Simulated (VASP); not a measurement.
# BaZrO3 (Pm-3m) in VASP: elastic constants with PBE

Aim: the elastic constants of BaZrO3 with PBE.

Program: VASP 6.6.1. These are calculated values, not measurements. Logs are shortened: lines on timing, memory, paths and dates and some standing lists are left out, and cuts for length are marked.

## 1. The cell of the first run

Symmetry: Pm-3m, No. 221, cubic system. The conventional cell has a = 4.191 Å, b = 4.191 Å, c = 4.191 Å, α = 90.00°, β = 90.00°, γ = 90.00°. Ba (site symmetry m-3m) has 12 O at 2.96 Å and 8 Zr at 3.63 Å within 3.9 Å. Within 2.8 Å of Zr (site symmetry m-3m) lie 6 O at 2.10 Å. Within 2.8 Å of O (site symmetry 4/mmm) lie 2 Zr at 2.10 Å.

## 2. Elastic constants, PBE

File INCAR:

```
SYSTEM = BaZrO3
  PREC = Accurate
  ENCUT = 600
  EDIFF = 1E-8
  ISMEAR = -1
  SIGMA = 0.01
  LREAL = .False.
  LASPH = .True.
  NELM = 100
  ALGO = Normal
  ISIF = 3
  LWAVE = .False.
  LCHARG = .False.
  GGA = PE
  IBRION = 6
  NFREE = 2
  POTIM = 0.015
  NSW = 1
```

File KPOINTS:

```
Automatic mesh
0
Gamma
  5 5 5
  0 0 0
```

File POSCAR:

```
BaZrO3
1.0
    4.1913400000      0.0000000000      0.0000000000
    0.0000000000      4.1913400000      0.0000000000
    0.0000000000      0.0000000000      4.1913400000
Ba Zr O
1 1 3
Direct
    0.0000000000      0.0000000000      0.0000000000
    0.5000000000      0.5000000000      0.5000000000
    0.0000000000      0.5000000000      0.5000000000
    0.5000000000      0.0000000000      0.5000000000
    0.5000000000      0.5000000000      0.0000000000
```

Potentials or basis: VASP PAW PBE potentials, release 64 (Ba_sv, Zr_sv, O).

Launch:

```
> cat potpaw_PBE.64/Ba_sv/POTCAR potpaw_PBE.64/Zr_sv/POTCAR potpaw_PBE.64/O/POTCAR > POTCAR
> mpirun -np 1 vasp_std > vasp.out
```

OUTCAR:

```text
SYSTEM = BaZrO3
   PREC = Accurate
   ENCUT = 600
   EDIFF = 1E-8
   ISMEAR = -1
   LREAL = .False.
   LASPH = .True.
   NELM = 100
   ISIF = 3
   GGA = PE
   IBRION = 6
   NFREE = 2
   POTIM = 0.015
   NSW = 1

 ion  position               nearest neighbor table
   1  0.000  0.000  0.000-   3 2.96   4 2.96   5 2.96   3 2.96   4 2.96   3 2.96   5 2.96   3 2.96
                             4 2.96   5 2.96   4 2.96   5 2.96   2 3.63   2 3.63   2 3.63   2 3.63
   2  0.500  0.500  0.500-   3 2.10   4 2.10   5 2.10   5 2.10   4 2.10   3 2.10   1 3.63   1 3.63
                             1 3.63   1 3.63   1 3.63   1 3.63   1 3.63   1 3.63
   3  0.000  0.500  0.500-   2 2.10   2 2.10   1 2.96   1 2.96   1 2.96   1 2.96
   4  0.500  0.000  0.500-   2 2.10   2 2.10   1 2.96   1 2.96   1 2.96   1 2.96
   5  0.500  0.500  0.000-   2 2.10   2 2.10   1 2.96   1 2.96   1 2.96   1 2.96

  LATTYP: Found a simple cubic cell.
 ALAT       =     4.1913400000

  Lattice vectors:

 A1 = (   4.1913400000,   0.0000000000,   0.0000000000)
 A2 = (   0.0000000000,   4.1913400000,   0.0000000000)
 A3 = (   0.0000000000,   0.0000000000,   4.1913400000)

Analysis of symmetry for initial positions (statically):
=====================================================================
 Subroutine PRICEL returns:
 Original cell was already a primitive cell.

 Routine SETGRP: Setting up the symmetry group for a
 simple cubic supercell.

 Subroutine GETGRP returns: Found 48 space group operations
 (whereof 48 operations were pure point group operations)
 out of a pool of 48 trial point group operations.

The static configuration has the point symmetry O_h .

Analysis of symmetry for dynamics (positions and initial velocities):
=====================================================================
 Subroutine PRICEL returns:
 Original cell was already a primitive cell.

 Routine SETGRP: Setting up the symmetry group for a
 simple cubic supercell.

 Subroutine GETGRP returns: Found 48 space group operations
 (whereof 48 operations were pure point group operations)
 out of a pool of 48 trial point group operations.

The dynamic configuration has the point symmetry O_h .

 Subroutine INISYM returns: Found 48 space group operations
 (whereof 48 operations are pure point group operations),
 and found     1 'primitive' translations

----------------------------------------------------------------------------------------

                                     Primitive cell

  volume of cell :      73.6307

  direct lattice vectors                    reciprocal lattice vectors
     4.191340000  0.000000000  0.000000000     0.238587182  0.000000000  0.000000000
     0.000000000  4.191340000  0.000000000     0.000000000  0.238587182  0.000000000
     0.000000000  0.000000000  4.191340000     0.000000000  0.000000000  0.238587182

  length of vectors
     4.191340000  4.191340000  4.191340000     0.238587182  0.238587182  0.238587182

  position of ions in fractional coordinates (direct lattice)
     0.000000000  0.000000000  0.000000000
     0.500000000  0.500000000  0.500000000
     0.000000000  0.500000000  0.500000000
     0.500000000  0.000000000  0.500000000
     0.500000000  0.500000000  0.000000000

  ion indices of the primitive-cell ions
   primitive index   ion index
                 1           1
                 2           2
                 3           3
                 4           4
                 5           5

----------------------------------------------------------------------------------------

 KPOINTS: Automatic mesh

Automatic generation of k-mesh.
 Grid dimensions read from file:
 generate k-points for:    5    5    5

 Generating k-lattice:

  Cartesian coordinates                     Fractional coordinates (reciprocal lattice)
     0.047717436  0.000000000  0.000000000     0.200000000  0.000000000  0.000000000
     0.000000000  0.047717436  0.000000000     0.000000000  0.200000000  0.000000000
[... 62 lines left out ...]
     AMIX     =   0.40;   BMIX     =  1.00
     AMIX_MAG =   1.60;   BMIX_MAG =  1.00
  volume/ion in A,a.u.               =      14.73        99.38
  Fermi-wavevector in a.u.,A,eV,Ry     =   1.335802  2.524299 24.277770  1.784366
  Thomas-Fermi vector in A             =   2.464478
   LORBIT       =      0    0 simple, 1 ext, 2 COOP (PROOUT), +10 PAW based schemes
   GGA     = PE    functional components
   LHFCALC =     F    Hartree Fock is set to
   AEXX    =    0.0000 exact exchange contribution
   IVDW    =     0    specifies the selected vdW correction
   LEPSILON=     F    determine dielectric tensor
   LRPA    =     F    only Hartree local field effects (RPA)
 finite differences with symmetry
 non-spin polarized calculation
  energy-cutoff  :      600.00
  volume of cell :       73.63
 maximum number of plane-waves:      2517
 NGX is ok and might be reduce to    36
   NGX = 17   NGY = 17   NGZ = 17

--------------------------------------- Ionic step        1  -------------------------------------------

 number of electron      40.0000010 magnetization

 Free energy of the ion-electron system (eV)
  ---------------------------------------------------
  ext. energy  EPLUGINS =         0.00000000
  ---------------------------------------------------
  free energy    TOTEN  =       -41.69241097 eV

  energy without entropy =      -41.69241097  energy(sigma->0) =      -41.69241097

------------------------ aborting loop because EDIFF is reached ----------------------------------------

  FORCE on cell =-STRESS in cart. coord.  units (eV):
  Direction    XX          YY          ZZ          XY          YZ          ZX
  --------------------------------------------------------------------------------------
  -------------------------------------------------------------------------------------
  Total        2.2721668      2.2721668      2.2721668      0.0000000      0.0000000      0.0000000
  in kB       49.4415545     49.4415545     49.4415545      0.0000000      0.0000000      0.0000000
  external PRESSURE =      49.4415545 kB  Pullay stress =       0.0000000 kB
[... 98 lines left out ...]
  FREE ENERGIE OF THE ION-ELECTRON SYSTEM (eV)
  ---------------------------------------------------
  free  energy   TOTEN  =       -41.6402577575 eV

  energy  without entropy=      -41.6402577575  energy(sigma->0) =      -41.64025776

[... ionic steps 4 to 18 ...]

--------------------------------------- Ionic step       19  -------------------------------------------

 number of electron      40.0000009 magnetization

------------------------ aborting loop because EDIFF is reached ----------------------------------------
[... 73 lines left out ...]
--------------------------------------- Ionic step       21  -------------------------------------------

 number of electron      40.0000009 magnetization

 Free energy of the ion-electron system (eV)
  ---------------------------------------------------
  ext. energy  EPLUGINS =         0.00000000
  ---------------------------------------------------
  free energy    TOTEN  =       -41.69211204 eV

  energy without entropy =      -41.69211204  energy(sigma->0) =      -41.69211204

 E-fermi :   3.9469     XC(G=0): -10.7711

 val. band max:        3.6838440690   @ k =   0.4000   0.4000   0.4000
 cond. band min:       6.9775987743   @ k =   0.0000   0.0000   0.0000
 fundamental gap:      3.2937547053
 Fermi energy:         3.9469180039

 k-point     1 :       0.0000    0.0000    0.0000
  band No.  band energies     occupation
      1     -43.2325      2.00000
      2     -21.5260      2.00000
      3     -21.3938      2.00000
      4     -21.3937      2.00000
      5     -21.3937      2.00000
      6     -12.5833      2.00000
[... 637 lines left out ...]
     23       9.4296      0.00000
     24      10.9189      0.00000

 [... further k-points ...]

------------------------ aborting loop because EDIFF is reached ----------------------------------------

  FORCE on cell =-STRESS in cart. coord.  units (eV):
  Direction    XX          YY          ZZ          XY          YZ          ZX
  --------------------------------------------------------------------------------------
  -------------------------------------------------------------------------------------
  Total        2.2694222      2.2730067      2.2725462      0.0000000      0.0000000      0.0000000
  in kB       49.3818323     49.4598302     49.4498106      0.0000000      0.0000000      0.0000000
  external PRESSURE =      49.4304910 kB  Pullay stress =       0.0000000 kB
[... 20 lines left out ...]
  FREE ENERGIE OF THE ION-ELECTRON SYSTEM (eV)
  ---------------------------------------------------
  free  energy   TOTEN  =       -41.6921120445 eV

  energy  without entropy=      -41.6921120445  energy(sigma->0) =      -41.69211204

 INTERNAL STRAIN TENSORS FROM STRAINED CELLS
 ============================================

 INTERNAL STRAIN TENSOR FOR ION    1 for displacements in x,y,z  (eV/Angst):
          X           Y           Z          XY          YZ          ZX
  --------------------------------------------------------------------------------
  x     0.00000     0.00000     0.00000     0.00000     0.00000    -0.00000
  y     0.00000     0.00000     0.00000    -0.00000     0.00000     0.00000
  z     0.00000     0.00000     0.00000     0.00000     0.00000     0.00000

 INTERNAL STRAIN TENSORS FROM DISPLACED ATOMS
 ============================================

 INTERNAL STRAIN TENSOR FOR ION    1 for displacements in x,y,z  (eV/Angst):
          X           Y           Z          XY          YZ          ZX
  --------------------------------------------------------------------------------
  x     0.00000     0.00000     0.00000     0.00000     0.00000     0.00000
  y     0.00000     0.00000     0.00000     0.00000     0.00000     0.00000
  z     0.00000     0.00000     0.00000     0.00000     0.00000     0.00000

 INTERNAL STRAIN TENSOR FOR ION    5 for displacements in x,y,z  (eV/Angst):
          X           Y           Z          XY          YZ          ZX
  --------------------------------------------------------------------------------
  x     0.00000     0.00000     0.00000     0.00000     0.00000     0.00000
  y     0.00000     0.00000     0.00000     0.00000     0.00000     0.00000
  z     0.00000     0.00000     0.00000     0.00000     0.00000     0.00000

 Eigenvectors and eigenvalues of the dynamical matrix
 ----------------------------------------------------

   1 f  =   15.228578 THz    95.683980 2PiTHz  507.970695 cm-1    62.980311 meV
             X         Y         Z           dx          dy          dz
      0.000000  0.000000  0.000000    -0.000151    0.023760    0.000000
      2.095670  2.095670  2.095670    -0.000850    0.133467    0.000000
      0.000000  2.095670  2.095670     0.005839    0.264644    0.000000
      2.095670  0.000000  2.095670    -0.001685   -0.917338    0.000000
      2.095670  2.095670  0.000000    -0.001685    0.264644    0.000000
[... 105 lines left out ...]
  15 f/i=    0.001951 THz     0.012256 2PiTHz    0.065064 cm-1     0.008067 meV
             X         Y         Z           dx          dy          dz
      0.000000  0.000000  0.000000    -0.017100   -0.071906   -0.701141
      2.095670  2.095670  2.095670    -0.013925   -0.058552   -0.570932
      0.000000  2.095670  2.095670    -0.005832   -0.024513   -0.239020
      2.095670  0.000000  2.095670    -0.005830   -0.024525   -0.239020
      2.095670  2.095670  0.000000    -0.005830   -0.024513   -0.239138

--------------------------------------------------------------------------------------------------------

 ELASTIC MODULI CONTR FROM IONIC RELAXATION (kBar)
 Direction    XX          YY          ZZ          XY          YZ          ZX
 --------------------------------------------------------------------------------
 XX           0.0000      0.0000      0.0000      0.0000      0.0000      0.0000
 YY           0.0000      0.0000      0.0000      0.0000      0.0000      0.0000
 ZZ           0.0000      0.0000      0.0000      0.0000      0.0000      0.0000
 XY           0.0000      0.0000      0.0000      0.0000      0.0000      0.0000
 YZ           0.0000      0.0000      0.0000      0.0000      0.0000      0.0000
 ZX           0.0000      0.0000      0.0000      0.0000      0.0000      0.0000
 --------------------------------------------------------------------------------

 TOTAL ELASTIC MODULI (kBar)
 Direction    XX          YY          ZZ          XY          YZ          ZX
 --------------------------------------------------------------------------------
 XX        3274.9669    853.0752    853.0752     -0.0000     -0.0000     -0.0000
 YY         853.0752   3274.9669    853.0752     -0.0000     -0.0000      0.0000
 ZZ         853.0752    853.0752   3274.9669     -0.0000     -0.0000     -0.0000
 XY          -0.0000     -0.0000     -0.0000    885.3395      0.0000      0.0000
 YZ          -0.0000     -0.0000     -0.0000      0.0000    885.3395      0.0000
 ZX          -0.0000      0.0000     -0.0000      0.0000      0.0000    885.3395
 --------------------------------------------------------------------------------
```

It took 13 min on 1 thread of Intel Xeon Platinum 8559C (Emerald Rapids), shared host; peak memory 0.31 GiB.

What came out:

| Quantity | Value |
| --- | --- |
| Elastic constants C11, C12, C44 | 327, 85, 89 GPa |
| Voigt bulk modulus | 166 GPa |
| Highest phonon frequency at Γ, LO-TO splitting left out | 508 cm⁻¹ |

Phonon frequencies in cm⁻¹ (negative: imaginary):
```
              q point                                            frequencies
(0.000, 0.000, 0.000)  0 0 0 112 112 112 189 189 189 191 191 191 508 508 508
```

Elastic tensor in Voigt notation (GPa, in the Cartesian axes of the cell as first typed):
```
327  85  85   0   0   0
 85 327  85   0   0   0
 85  85 327   0   0   0
  0   0   0  89   0   0
  0   0   0   0  89   0
  0   0   0   0   0  89
```

Clamped-ion elastic tensor (GPa):
```
327  85  85   0   0   0
 85 327  85   0   0   0
 85  85 327   0   0   0
  0   0   0  89   0   0
  0   0   0   0  89   0
  0   0   0   0   0  89
```

Caveat: the cell is under stress, which shifts elastic constants; spin-orbit coupling is left out, which moves the levels of the heavy elements.
